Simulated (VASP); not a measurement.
# SrIr3 (Pm-3m) in VASP: single point with PBE

Aim: the single point of SrIr3 with PBE.

All numbers are computed with VASP 6.6.1; they aren't measurements. Logs are shortened: lines on timing, memory, paths and dates and some standing lists are left out, and cuts for length are marked.

## 1. The cell of the first run

It takes space group Pm-3m (No. 221, cubic). The conventional cell has a = 4.126 Å, b = 4.126 Å, c = 4.126 Å, α = 90.00°, β = 90.00°, γ = 90.00°. Within 3.8 Å of Sr (site symmetry m-3m) lie 12 Ir at 2.92 Å. Within 3.8 Å of Ir (site symmetry 4/mmm) lie 4 Sr at 2.92 Å and 8 Ir at 2.92 Å.

## 2. Single point, PBE

File INCAR:

```
SYSTEM = SrIr3
  PREC = Accurate
  ENCUT = 520
  EDIFF = 1E-6
  ISMEAR = 0
  SIGMA = 0.1
  LREAL = .FALSE.
  LASPH = .TRUE.
  NELM = 100
  ALGO = Fast
  ISIF = 2
  LWAVE = .FALSE.
  LCHARG = .TRUE.
  GGA = PE
  LELF = .TRUE.
  LVHAR = .TRUE.
  NBANDS = 26
```

File KPOINTS:

```
regular mesh
0
G
  12 12 12
  0 0 0
```

File POSCAR:

```
SrIr3
1.0
    4.1263604282      0.0000000000      0.0000000000
    0.0000000000      4.1263604282      0.0000000000
    0.0000000000      0.0000000000      4.1263604282
Sr Ir
1 3
Direct
    0.0000000000      0.0000000000      0.0000000000
    0.0000000000      0.5000000000      0.5000000000
    0.5000000000      0.0000000000      0.5000000000
    0.5000000000      0.5000000000      0.0000000000
```

Potentials or basis: VASP PAW PBE potentials, release 64 (Sr_sv, Ir).

The run is started by

```sh
$ cat potpaw_PBE.64/Sr_sv/POTCAR potpaw_PBE.64/Ir/POTCAR > POTCAR
$ mpirun -np 1 vasp_std > vasp.out
```

OUTCAR:

```text
SYSTEM = SrIr3
   PREC = Accurate
   ENCUT = 520
   EDIFF = 1E-6
   ISMEAR = 0
   LREAL = .FALSE.
   LASPH = .TRUE.
   NELM = 100
   ISIF = 2
   GGA = PE

 ion  position               nearest neighbor table
   1  0.000  0.000  0.000-   2 2.92   3 2.92   4 2.92   2 2.92   3 2.92   2 2.92   4 2.92   2 2.92
                             3 2.92   4 2.92   3 2.92   4 2.92
   2  0.000  0.500  0.500-   1 2.92   3 2.92   4 2.92   1 2.92   4 2.92   1 2.92   3 2.92   1 2.92
                             3 2.92   4 2.92   4 2.92   3 2.92
   3  0.500  0.000  0.500-   1 2.92   2 2.92   4 2.92   1 2.92   4 2.92   2 2.92   4 2.92   4 2.92
                             1 2.92   2 2.92   1 2.92   2 2.92
   4  0.500  0.500  0.000-   1 2.92   2 2.92   3 2.92   2 2.92   3 2.92   1 2.92   3 2.92   3 2.92
                             1 2.92   2 2.92   2 2.92   1 2.92

  LATTYP: Found a simple cubic cell.
 ALAT       =     4.1263604282

  Lattice vectors:

 A1 = (   4.1263604282,   0.0000000000,   0.0000000000)
 A2 = (   0.0000000000,   4.1263604282,   0.0000000000)
 A3 = (   0.0000000000,   0.0000000000,   4.1263604282)

Analysis of symmetry for initial positions (statically):
=====================================================================
 Subroutine PRICEL returns:
 Original cell was already a primitive cell.

 Routine SETGRP: Setting up the symmetry group for a
 simple cubic supercell.

 Subroutine GETGRP returns: Found 48 space group operations
 (whereof 48 operations were pure point group operations)
 out of a pool of 48 trial point group operations.

The static configuration has the point symmetry O_h .

Analysis of symmetry for dynamics (positions and initial velocities):
=====================================================================
 Subroutine PRICEL returns:
 Original cell was already a primitive cell.

 Routine SETGRP: Setting up the symmetry group for a
 simple cubic supercell.

 Subroutine GETGRP returns: Found 48 space group operations
 (whereof 48 operations were pure point group operations)
 out of a pool of 48 trial point group operations.

The dynamic configuration has the point symmetry O_h .

 Subroutine INISYM returns: Found 48 space group operations
 (whereof 48 operations are pure point group operations),
 and found     1 'primitive' translations

----------------------------------------------------------------------------------------

                                     Primitive cell

  volume of cell :      70.2589

  direct lattice vectors                    reciprocal lattice vectors
     4.126360428  0.000000000  0.000000000     0.242344317  0.000000000  0.000000000
     0.000000000  4.126360428  0.000000000     0.000000000  0.242344317  0.000000000
     0.000000000  0.000000000  4.126360428     0.000000000  0.000000000  0.242344317

  length of vectors
     4.126360428  4.126360428  4.126360428     0.242344317  0.242344317  0.242344317

  position of ions in fractional coordinates (direct lattice)
     0.000000000  0.000000000  0.000000000
     0.000000000  0.500000000  0.500000000
     0.500000000  0.000000000  0.500000000
     0.500000000  0.500000000  0.000000000

  ion indices of the primitive-cell ions
   primitive index   ion index
                 1           1
                 2           2
                 3           3
                 4           4

----------------------------------------------------------------------------------------

 KPOINTS: regular mesh

Automatic generation of k-mesh.
 Grid dimensions read from file:
 generate k-points for:   12   12   12

 Generating k-lattice:

  Cartesian coordinates                     Fractional coordinates (reciprocal lattice)
     0.020195360  0.000000000  0.000000000     0.083333333  0.000000000  0.000000000
     0.000000000  0.020195360  0.000000000     0.000000000  0.083333333  0.000000000
     0.000000000  0.000000000  0.020195360     0.000000000  0.000000000  0.083333333

  Length of vectors
     0.020195360  0.020195360  0.020195360

  Shift w.r.t. Gamma in fractional coordinates (k-lattice)
     0.000000000  0.000000000  0.000000000

 Subroutine IBZKPT returns following result:
 ===========================================

 Found     84 irreducible k-points:

 Following reciprocal coordinates:
            Coordinates               Weight
  0.000000  0.000000  0.000000      1.000000
  0.083333  0.000000  0.000000      6.000000
  0.166667  0.000000  0.000000      6.000000
  0.250000  0.000000  0.000000      6.000000
  0.333333  0.000000  0.000000      6.000000
  0.416667  0.000000  0.000000      6.000000
[... 16 lines left out ...]
  0.333333  0.333333  0.000000     12.000000
  0.416667  0.333333  0.000000     24.000000
 [... further k-points ...]
   k-points           NKPTS =     84   k-points in BZ     NKDIM =     84   number of bands    NBANDS=     26
   number of dos      NEDOS =    301   number of ions     NIONS =      4
   total plane-waves  NPLWV =  32768
   dimension x,y,z NGX =    32 NGY =   32 NGZ =   32
   dimension x,y,z NGXF=    64 NGYF=   64 NGZF=   64
   ions per type =               1   3
   NGX,Y,Z   is equivalent  to a cutoff of  12.89, 12.89, 12.89 a.u.
   NGXF,Y,Z  is equivalent  to a cutoff of  25.78, 25.78, 25.78 a.u.
 SYSTEM =  SrIr3
   PREC   = accura    normal or accurate (medium, high low for compatibility)
   ISTART =      0    job   : 0-new  1-cont  2-samecut
   ICHARG =      2    charge: 1-file 2-atom 10-const
   ISPIN  =      1    spin polarized calculation?
   LNONCOLLINEAR =      F non collinear calculations
   LSORBIT =      F    spin-orbit coupling
   LASPH  =      T    aspherical Exc in radial PAW
   ENCUT  =  520.0 eV  38.22 Ry    6.18 a.u.   7.67  7.67  7.67*2*pi/ulx,y,z
   NELM   =    100;   NELMIN=  2; NELMDL= -5     # of ELM steps
   EDIFF  = 0.1E-05   stopping-criterion for ELM
   LREAL  =      F    real-space projection
   EDIFFG = 0.1E-04   stopping-criterion for IOM
   NSW    =      0    number of steps for IOM
   IBRION =     -1    ionic relax: 0-MD 1-quasi-New 2-CG
   NFREE  =      0    steps in history (QN), initial steepest desc. (CG)
   ISIF   =      2    stress and relaxation
   ISYM   =      2    0-nonsym 1-usesym 2-fastsym
   POTIM  = 0.5000    time-step for ionic-motion
   TEBEG  =    0.0;   TEEND  =   0.0 temperature during run
   PSTRESS=    0.0 pullay stress
   NELECT =      37.0000    total number of electrons
   NUPDOWN=      -1.0000    fix difference up-down
   EMIN   =  10.00;   EMAX   =-10.00  energy-range for DOS
   EFERMI =   0.00;   METHOD = LEGACY
   ISMEAR =     0;   SIGMA  =   0.10  broadening in eV -4-tet -1-fermi 0-gaus
   EFERMI_NEDOS =   21; number of points for ismear=-14 and -15
   IALGO  =     68    algorithm
   IMIX   =      4    mixing-type and parameters
     AMIX     =   0.40;   BMIX     =  1.00
     AMIX_MAG =   1.60;   BMIX_MAG =  1.00
  volume/ion in A,a.u.               =      17.56       118.53
  Fermi-wavevector in a.u.,A,eV,Ry     =   1.322031  2.498276 23.779793  1.747765
  Thomas-Fermi vector in A             =   2.451742
   LORBIT       =      0    0 simple, 1 ext, 2 COOP (PROOUT), +10 PAW based schemes
   GGA     = PE    functional components
   LHFCALC =     F    Hartree Fock is set to
   AEXX    =    0.0000 exact exchange contribution
   IVDW    =     0    specifies the selected vdW correction
   LEPSILON=     F    determine dielectric tensor
   LRPA    =     F    only Hartree local field effects (RPA)
 non-spin polarized calculation
 RMM-DIIS sequential band-by-band and
 Gauss-broadening in eV      SIGMA  =   0.10
  energy-cutoff  :      520.00
  volume of cell :       70.26
 maximum number of plane-waves:      1924
 NGX is ok and might be reduce to    32
   NGX = 15   NGY = 15   NGZ = 15

 number of electron      36.9999996 magnetization

 Free energy of the ion-electron system (eV)
  ---------------------------------------------------
  ext. energy  EPLUGINS =         0.00000000
  ---------------------------------------------------
  free energy    TOTEN  =       -26.30400453 eV

  energy without entropy =      -26.28554940  energy(sigma->0) =      -26.29477696

 E-fermi :   6.3329     XC(G=0): -12.4426

 val. band max:        6.3224437493   @ k =   0.2500   0.1667   0.0000
 cond. band min:       6.3352329273   @ k =   0.5000   0.1667   0.0833
 fundamental gap:      0.0127891780
 Fermi energy:         6.3328899708

 k-point     1 :       0.0000    0.0000    0.0000
  band No.  band energies     occupation
      1     -26.3750      2.00000
      2      -8.6659      2.00000
      3      -8.6659      2.00000
      4      -8.6659      2.00000
      5      -1.1165      2.00000
      6       1.6807      2.00000
[... 18 lines left out ...]
     25      12.1321      0.00000
     26      16.1695      0.00000

 k-point     2 :       0.0833    0.0000    0.0000
  band No.  band energies     occupation
      1     -26.3735      2.00000
      2      -8.6998      2.00000
      3      -8.6706      2.00000
      4      -8.6706      2.00000
      5      -1.0184      2.00000
      6       1.7413      2.00000
[... 18 lines left out ...]
     25      12.5928      0.00000
     26      15.7545      0.00000

 k-point     3 :       0.1667    0.0000    0.0000
  band No.  band energies     occupation
      1     -26.3692      2.00000
      2      -8.7903      2.00000
      3      -8.6836      2.00000
      4      -8.6836      2.00000
      5      -0.7353      2.00000
      6       1.8957      2.00000
[... 18 lines left out ...]
     25      13.1916      0.00000
     26      15.2891      0.00000

 k-point     4 :       0.2500    0.0000    0.0000
  band No.  band energies     occupation
      1     -26.3635      2.00000
      2      -8.9088      2.00000
      3      -8.7012      2.00000
      4      -8.7012      2.00000
      5      -0.2977      2.00000
      6       2.0953      2.00000
[... 18 lines left out ...]
     25      13.4807      0.00000
     26      14.1675      0.00000
[... 496 lines left out ...]
      1     -26.3463      2.00000
      2      -9.0616      2.00000
      3      -8.8664      2.00000
      4      -8.7635      2.00000
      5       1.5374      2.00000
      6       2.6653      2.00000
[... 18 lines left out ...]
     25      13.1514      0.00000
     26      13.8163      0.00000

 k-point    23 :       0.3333    0.3333    0.0000
  band No.  band energies     occupation
      1     -26.3471      2.00000
      2      -8.9898      2.00000
      3      -8.9151      2.00000
      4      -8.7626      2.00000
      5       1.2182      2.00000
      6       2.7127      2.00000
[... 18 lines left out ...]
     25      12.5706      0.00000
     26      13.9224      0.00000

 k-point    24 :       0.4167    0.3333    0.0000
  band No.  band energies     occupation
      1     -26.3445      2.00000
      2      -9.0127      2.00000
      3      -8.9296      2.00000
      4      -8.7732      2.00000
      5       1.6345      2.00000
      6       2.7858      2.00000
[... 18 lines left out ...]
     25      12.4394      0.00000
     26      13.8654      0.00000

 [... further k-points ...]
[... 5 lines left out ...]
  --------------------------------------------------------------------------------------
  -------------------------------------------------------------------------------------
  Total        0.3640570      0.3640570      0.3640570     -0.0000000     -0.0000000      0.0000000
  in kB        8.3019198      8.3019198      8.3019198     -0.0000000     -0.0000000      0.0000000
  external PRESSURE =       8.3019198 kB  Pullay stress =       0.0000000 kB

 VOLUME and BASIS-vectors are now :
 -----------------------------------------------------------------------------
  energy-cutoff  :      520.00
  volume of cell :       70.26
      direct lattice vectors                 reciprocal lattice vectors
     4.126360428  0.000000000  0.000000000     0.242344317  0.000000000  0.000000000
     0.000000000  4.126360428  0.000000000     0.000000000  0.242344317  0.000000000
     0.000000000  0.000000000  4.126360428     0.000000000  0.000000000  0.242344317

 POSITION                                       TOTAL-FORCE (eV/Angst)
 -----------------------------------------------------------------------------------
      0.00000      0.00000      0.00000         0.000000      0.000000      0.000000
      0.00000      2.06318      2.06318         0.000000      0.000000      0.000000
      2.06318      0.00000      2.06318         0.000000      0.000000      0.000000
      2.06318      2.06318      0.00000         0.000000      0.000000      0.000000
 -----------------------------------------------------------------------------------
    total drift:                                0.000000     -0.000000     -0.000000

  FREE ENERGIE OF THE ION-ELECTRON SYSTEM (eV)
  ---------------------------------------------------
  free  energy   TOTEN  =       -26.3040045264 eV

  energy  without entropy=      -26.2855494025  energy(sigma->0) =      -26.29477696
```

Run time: 74 s. Hardware: 1 thread of Intel Xeon 6975P-C (Granite Rapids), shared host; peak memory 0.28 GiB.

What came out:

```
Free energy : -26.3040 eV
Pressure    : 0.8 GPa
```

Caveat: spin-orbit coupling is left out, which moves the levels of the heavy elements.
